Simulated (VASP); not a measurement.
# Au (Im-3m) in VASP: notebook

Au is run at these levels: PBEsol, LDA; tasks: single point.

All numbers are computed with VASP 6.6.1; they aren't measurements. Logs are shortened: lines on timing, memory, paths and dates and some standing lists are left out, and cuts for length are marked.

### 1 The cell of the first run

Symmetry: Im-3m, No. 229, cubic system. Conventional cell: a = 3.315 Å, b = 3.315 Å, c = 3.315 Å, α = 90.00°, β = 90.00°, γ = 90.00°. Au (site symmetry m-3m) has 14 Au at 2.87 to 3.31 Å within 3.8 Å.

### 2 Single point, PBEsol, non-collinear spin, zero start, spin-orbit coupling

File INCAR:

```
SYSTEM = Au
ALGO = Normal ; EDIFF = 1E-7
ENCUT = 520 ; GGA = PS
GGA_COMPAT = .FALSE. ; ISIF = 2
ISMEAR = -1 ; LASPH = .TRUE.
LCHARG = .TRUE. ; LMAXMIX = 4
LNONCOLLINEAR = .TRUE. ; LORBIT = 11
LORBMOM = .TRUE. ; LREAL = .FALSE.
LSORBIT = .TRUE. ; LVHAR = .TRUE.
LWAVE = .FALSE. ; MAGMOM = 0 0 0
NBANDS = 22 ; NELM = 150
PREC = Accurate ; SIGMA = 0.05
```

File KPOINTS:

```
k-points
0
G
  11 11 11
  0 0 0
```

File POSCAR:

```
Au
1.0
   -1.6572690000      1.6572690000      1.6572690000
    1.6572690000     -1.6572690000      1.6572690000
    1.6572690000      1.6572690000     -1.6572690000
Au
1
Direct
    0.0000000000      0.0000000000      0.0000000000
```

Potentials or basis: VASP PAW PBE potentials, release 64 (Au).

Launch:

```bash
$ cat potpaw_PBE.64/Au/POTCAR > POTCAR
$ mpirun -np 1 vasp_ncl > vasp.out
```

OUTCAR:

```text
SYSTEM = Au
   EDIFF = 1E-7
   ENCUT = 520
   GGA = PS
   ISIF = 2
   ISMEAR = -1
   LASPH = .TRUE.
   LNONCOLLINEAR = .TRUE.
   LORBIT = 11
   LREAL = .FALSE.
   LSORBIT = .TRUE.
   NELM = 150
   PREC = Accurate

 ion  position               nearest neighbor table
   1  0.000  0.000  0.000-

  LATTYP: Found a body centered cubic cell.
 ALAT       =     3.3145380000

  Lattice vectors:

 A1 = (  -1.6572690000,   1.6572690000,   1.6572690000)
 A2 = (   1.6572690000,  -1.6572690000,   1.6572690000)
 A3 = (   1.6572690000,   1.6572690000,  -1.6572690000)

Analysis of symmetry for initial positions (statically):
=====================================================================
 Subroutine PRICEL returns:
 Original cell was already a primitive cell.

 Routine SETGRP: Setting up the symmetry group for a
 body centered cubic supercell.

 Subroutine GETGRP returns: Found 48 space group operations
 (whereof 48 operations were pure point group operations)
 out of a pool of 48 trial point group operations.

The static configuration has the point symmetry O_h .

Analysis of symmetry for dynamics (positions and initial velocities):
=====================================================================
 Subroutine PRICEL returns:
 Original cell was already a primitive cell.

 Routine SETGRP: Setting up the symmetry group for a
 body centered cubic supercell.

 Subroutine GETGRP returns: Found 48 space group operations
 (whereof 48 operations were pure point group operations)
 out of a pool of 48 trial point group operations.

The dynamic configuration has the point symmetry O_h .

Analysis of structural, dynamic, and magnetic symmetry:
=====================================================================
 Subroutine PRICEL returns:
 Original cell was already a primitive cell.

 Routine SETGRP: Setting up the symmetry group for a
 body centered cubic supercell.

 Subroutine GETGRP returns: Found 48 space group operations
 (whereof 48 operations were pure point group operations)
 out of a pool of 48 trial point group operations.

The overall configuration has the point symmetry O_h .

 Subroutine INISYM returns: Found 48 space group operations
 (whereof 48 operations are pure point group operations),
 and found     1 'primitive' translations

----------------------------------------------------------------------------------------

                                     Primitive cell

  volume of cell :      18.2070

  direct lattice vectors                    reciprocal lattice vectors
    -1.657269000  1.657269000  1.657269000     0.000000000  0.301701172  0.301701172
     1.657269000 -1.657269000  1.657269000     0.301701172  0.000000000  0.301701172
     1.657269000  1.657269000 -1.657269000     0.301701172  0.301701172  0.000000000

  length of vectors
     2.870474110  2.870474110  2.870474110     0.426669890  0.426669890  0.426669890

  position of ions in fractional coordinates (direct lattice)
     0.000000000  0.000000000  0.000000000

  ion indices of the primitive-cell ions
   primitive index   ion index
                 1           1

----------------------------------------------------------------------------------------

 KPOINTS: k-points

Automatic generation of k-mesh.
 Grid dimensions read from file:
 generate k-points for:   11   11   11

 Generating k-lattice:

  Cartesian coordinates                     Fractional coordinates (reciprocal lattice)
     0.000000000  0.027427379  0.027427379     0.090909091  0.000000000  0.000000000
     0.027427379  0.000000000  0.027427379     0.000000000  0.090909091  0.000000000
     0.027427379  0.027427379  0.000000000     0.000000000  0.000000000  0.090909091

  Length of vectors
     0.038788172  0.038788172  0.038788172
[... 44 lines left out ...]
 SYSTEM =  Au
   PREC   = accura    normal or accurate (medium, high low for compatibility)
   ISTART =      0    job   : 0-new  1-cont  2-samecut
   ICHARG =      2    charge: 1-file 2-atom 10-const
   ISPIN  =      1    spin polarized calculation?
   LNONCOLLINEAR =      T non collinear calculations
   LSORBIT =      T    spin-orbit coupling
   LASPH  =      T    aspherical Exc in radial PAW
   ENCUT  =  520.0 eV  38.22 Ry    6.18 a.u.   5.34  5.34  5.34*2*pi/ulx,y,z
   NELM   =    150;   NELMIN=  2; NELMDL= -5     # of ELM steps
   EDIFF  = 0.1E-06   stopping-criterion for ELM
   LREAL  =      F    real-space projection
   EDIFFG = 0.1E-05   stopping-criterion for IOM
   NSW    =      0    number of steps for IOM
   IBRION =     -1    ionic relax: 0-MD 1-quasi-New 2-CG
   NFREE  =      0    steps in history (QN), initial steepest desc. (CG)
   ISIF   =      2    stress and relaxation
   ISYM   =      2    0-nonsym 1-usesym 2-fastsym
   POTIM  = 0.5000    time-step for ionic-motion
   TEBEG  =    0.0;   TEEND  =   0.0 temperature during run
   PSTRESS=    0.0 pullay stress
   NELECT =      11.0000    total number of electrons
   NUPDOWN=      -1.0000    fix difference up-down
   EMIN   =  10.00;   EMAX   =-10.00  energy-range for DOS
   EFERMI =   0.00;   METHOD = LEGACY
   ISMEAR =    -1;   SIGMA  =   0.05  broadening in eV -4-tet -1-fermi 0-gaus
   EFERMI_NEDOS =   21; number of points for ismear=-14 and -15
   IALGO  =     38    algorithm
   IMIX   =      4    mixing-type and parameters
     AMIX     =   0.40;   BMIX     =  1.00
     AMIX_MAG =   1.60;   BMIX_MAG =  1.00
  volume/ion in A,a.u.               =      18.21       122.87
  Fermi-wavevector in a.u.,A,eV,Ry     =   1.383968  2.615320 26.060157  1.915367
  Thomas-Fermi vector in A             =   2.508516
   LORBIT       =     11    0 simple, 1 ext, 2 COOP (PROOUT), +10 PAW based schemes
   GGA     = PS    functional components
   LHFCALC =     F    Hartree Fock is set to
   AEXX    =    0.0000 exact exchange contribution
   IVDW    =     0    specifies the selected vdW correction
   LEPSILON=     F    determine dielectric tensor
   LRPA    =     F    only Hartree local field effects (RPA)
  energy-cutoff  :      520.00
  volume of cell :       18.21
 maximum number of plane-waves:       996
 NGX is ok and might be reduce to    24
   NGX = 11   NGY = 11   NGZ = 11

 number of electron      11.0000000 magnetization       0.0000000      0.0000000      0.0000000

 number of electron      10.9999998 magnetization      -0.0000000     -0.0000000     -0.0000000

 number of electron      10.9999998 magnetization       0.0000000     -0.0000000     -0.0000000

 number of electron      10.9999998 magnetization      -0.0000000      0.0000000      0.0000000

 Free energy of the ion-electron system (eV)
  ---------------------------------------------------
  ext. energy  EPLUGINS =         0.00000000
  ---------------------------------------------------
  free energy    TOTEN  =        -4.14640588 eV

  energy without entropy =       -4.14043689  energy(sigma->0) =       -4.14342139

 E-fermi :   8.1285     XC(G=0): -12.5051

 val. band max:        8.1269555171   @ k =  -0.4545   0.4545   0.0909
 cond. band min:       8.1426150419   @ k =  -0.3636   0.4545   0.0909
 fundamental gap:      0.0156595248
 Fermi energy:         8.1285131114

 k-point     1 :       0.0000    0.0000    0.0000
  band No.  band energies     occupation
      1      -1.0163      1.00000
      2      -1.0163      1.00000
      3       3.1093      1.00000
      4       3.1093      1.00000
      5       3.1093      1.00000
      6       3.1093      1.00000
[... 589 lines left out ...]
     21      31.5464      0.00000
     22      31.5464      0.00000

 [... further k-points ...]
[... 5 lines left out ...]
  --------------------------------------------------------------------------------------
  -------------------------------------------------------------------------------------
  Total       -1.1622659     -1.1622659     -1.1622659      0.0000000     -0.0000000      0.0000000
  in kB     -102.2767868   -102.2767868   -102.2767868      0.0000000     -0.0000000      0.0000000
  external PRESSURE =    -102.2767868 kB  Pullay stress =       0.0000000 kB

 VOLUME and BASIS-vectors are now :
 -----------------------------------------------------------------------------
  energy-cutoff  :      520.00
  volume of cell :       18.21
      direct lattice vectors                 reciprocal lattice vectors
    -1.657269000  1.657269000  1.657269000     0.000000000  0.301701172  0.301701172
     1.657269000 -1.657269000  1.657269000     0.301701172  0.000000000  0.301701172
     1.657269000  1.657269000 -1.657269000     0.301701172  0.301701172  0.000000000

 POSITION                                       TOTAL-FORCE (eV/Angst)
 -----------------------------------------------------------------------------------
      0.00000      0.00000      0.00000         0.000000     -0.000000      0.000000
 -----------------------------------------------------------------------------------
    total drift:                                0.000000      0.000000     -0.000000

  FREE ENERGIE OF THE ION-ELECTRON SYSTEM (eV)
  ---------------------------------------------------
  free  energy   TOTEN  =        -4.1464058794 eV

  energy  without entropy=       -4.1404368939  energy(sigma->0) =       -4.14342139

 orbital moment (x)

 # of ion     p       d       tot
 ----------------------------------------
  1         0.000   0.000   0.000
 ----------------------------------------
            0.000   0.000   0.000

 orbital moment (y)

 # of ion     p       d       tot
 ----------------------------------------
  1         0.000  -0.000  -0.000
 ----------------------------------------
            0.000  -0.000  -0.000

 orbital moment (z)

 # of ion     p       d       tot
 ----------------------------------------
  1         0.000   0.000   0.000
 ----------------------------------------
            0.000   0.000   0.000

 Spin-Orbit-Coupling matrix elements

 Ion:    1  E_soc:     -0.5726326
 l=   1
     0.0000000    -0.0238115    -0.0238115
    -0.0238115     0.0000000    -0.0238115
    -0.0238115    -0.0238115     0.0000000
 l=   2
     0.0000000    -0.0148872     0.0000000    -0.0148872    -0.0567401
    -0.0148872     0.0000000    -0.0425550    -0.0148872    -0.0141850
     0.0000000    -0.0425550     0.0000000    -0.0425550     0.0000000
    -0.0148872    -0.0148872    -0.0425550     0.0000000    -0.0141850
    -0.0567401    -0.0141850     0.0000000    -0.0141850     0.0000000
 l=   3
     0.0000000     0.0000000     0.0000000     0.0000000     0.0000000     0.0000000     0.0000000
     0.0000000     0.0000000     0.0000000     0.0000000     0.0000000     0.0000000     0.0000000
     0.0000000     0.0000000     0.0000000     0.0000000     0.0000000     0.0000000     0.0000000
     0.0000000     0.0000000     0.0000000     0.0000000     0.0000000     0.0000000     0.0000000
     0.0000000     0.0000000     0.0000000     0.0000000     0.0000000     0.0000000     0.0000000
     0.0000000     0.0000000     0.0000000     0.0000000     0.0000000     0.0000000     0.0000000
     0.0000000     0.0000000     0.0000000     0.0000000     0.0000000     0.0000000     0.0000000

 total charge

# of ion       s       p       d       tot
------------------------------------------
    1        0.526   0.322   8.719   9.567

 magnetization (x)

# of ion       s       p       d       tot
------------------------------------------
    1        0.000  -0.000   0.000  -0.000

 magnetization (y)

# of ion       s       p       d       tot
------------------------------------------
    1        0.000  -0.000  -0.000  -0.000

 magnetization (z)

# of ion       s       p       d       tot
------------------------------------------
    1        0.000  -0.000   0.000  -0.000
```

Wall time 31 s (1 thread of Intel Xeon Platinum 8375C at 2.90GHz (Ice Lake), shared host); peak memory 0.21 GiB.

What came out:

```
Free energy                                           : -4.1464 eV
Pressure                                              : -10.2 GPa
Net moment                                            : 0.00 μB per cell
Valence electrons inside the program's atomic spheres : Au 9.57
```

Moments on the atoms (μB; x, y, z):
```
Au  0.00 0.00 0.00
```

Caveat: the PAW data sets were made with another functional, which shifts forces and pressure a little.

### 3 Single point, LDA

File INCAR:

```
SYSTEM = Au
ALGO     = Normal         ! electronic algorithm
EDIFF    = 1E-6           ! SCF threshold, eV
ENCUT    = 520            ! plane-wave cutoff, eV
GGA      = CA             ! functional
ISIF     = 2              ! what is computed and relaxed
ISMEAR   = -1             ! smearing method
LASPH    = .True.         ! aspherical terms in the spheres
LCHARG   = .False.        ! write CHGCAR
LREAL    = .False.        ! projectors in reciprocal space
LWAVE    = .False.        ! write WAVECAR
NBANDS   = 12             ! bands
NELM     = 80             ! most SCF steps
PREC     = Accurate       ! precision mode
SIGMA    = 0.05           ! smearing width, eV
```

File KPOINTS:

```
k-points
0
Gamma
  6 6 6
  0 0 0
```

POSCAR is that of step 2.

Potentials or basis: VASP PAW LDA potentials, release 64 (Au).

Launch:

```bash
$ cat potpaw_LDA.64/Au/POTCAR > POTCAR
$ mpirun -np 1 vasp_std > vasp.out
```

OUTCAR:

```text
SYSTEM = Au
   EDIFF = 1E-6
   ENCUT = 520
   GGA = CA
   ISIF = 2
   ISMEAR = -1
   LASPH = .True.
   LREAL = .False.
   NELM = 80
   PREC = Accurate

 ion  position               nearest neighbor table
   1  0.000  0.000  0.000-

  LATTYP: Found a body centered cubic cell.
 ALAT       =     3.3145380000

  Lattice vectors:

 A1 = (  -1.6572690000,   1.6572690000,   1.6572690000)
 A2 = (   1.6572690000,  -1.6572690000,   1.6572690000)
 A3 = (   1.6572690000,   1.6572690000,  -1.6572690000)

Analysis of symmetry for initial positions (statically):
=====================================================================
 Subroutine PRICEL returns:
 Original cell was already a primitive cell.

 Routine SETGRP: Setting up the symmetry group for a
 body centered cubic supercell.

 Subroutine GETGRP returns: Found 48 space group operations
 (whereof 48 operations were pure point group operations)
 out of a pool of 48 trial point group operations.

The static configuration has the point symmetry O_h .

[... 156 lines left out ...]
 k-point     1 :       0.0000    0.0000    0.0000
  band No.  band energies     occupation
      1      -1.0211      2.00000
      2       3.6341      2.00000
      3       3.6341      2.00000
      4       3.6341      2.00000
      5       5.4047      2.00000
      6       5.4047      2.00000
      7      24.6620      0.00000
      8      24.6620      0.00000
      9      24.6620      0.00000
     10      31.2213      0.00000
     11      31.2213      0.00000
     12      31.2213      0.00000
[... 211 lines left out ...]
 k-point    16 :       0.5000    0.5000    0.5000
  band No.  band energies     occupation
      1       1.9154      2.00000
      2       1.9154      2.00000
      3       6.4231      2.00000
      4       6.4231      2.00000
      5       6.4231      2.00000
      6      14.3679      0.00000
      7      14.3679      0.00000
      8      14.3679      0.00000
      9      17.0997      0.00000
     10      23.5628      0.00000
     11      23.5628      0.00000
     12      32.5115      0.00000

------------------------ aborting loop because EDIFF is reached ----------------------------------------

  FORCE on cell =-STRESS in cart. coord.  units (eV):
  Direction    XX          YY          ZZ          XY          YZ          ZX
  --------------------------------------------------------------------------------------
  -------------------------------------------------------------------------------------
  Total       -1.5047057     -1.5047057     -1.5047057      0.0000000     -0.0000000      0.0000000
  in kB     -132.4107129   -132.4107129   -132.4107129      0.0000000     -0.0000000      0.0000000
  external PRESSURE =    -132.4107129 kB  Pullay stress =       0.0000000 kB

 VOLUME and BASIS-vectors are now :
 -----------------------------------------------------------------------------
  energy-cutoff  :      520.00
  volume of cell :       18.21
      direct lattice vectors                 reciprocal lattice vectors
    -1.657269000  1.657269000  1.657269000     0.000000000  0.301701172  0.301701172
     1.657269000 -1.657269000  1.657269000     0.301701172  0.000000000  0.301701172
     1.657269000  1.657269000 -1.657269000     0.301701172  0.301701172  0.000000000

 POSITION                                       TOTAL-FORCE (eV/Angst)
 -----------------------------------------------------------------------------------
      0.00000      0.00000      0.00000         0.000000      0.000000     -0.000000
 -----------------------------------------------------------------------------------
    total drift:                               -0.000000      0.000000     -0.000000

  FREE ENERGIE OF THE ION-ELECTRON SYSTEM (eV)
  ---------------------------------------------------
  free  energy   TOTEN  =        -4.2733830598 eV

  energy  without entropy=       -4.2595352596  energy(sigma->0) =       -4.26645916
```

It took 2.7 s on 1 thread of Intel Xeon 8259CL, shared host; peak memory 0.13 GiB.

Results:

* Free energy: -4.2734 eV
* Pressure: -13.2 GPa

Caveat: the k points lie up to 0.45 Å⁻¹ apart; spin-orbit coupling is left out, which moves the levels of the heavy elements.
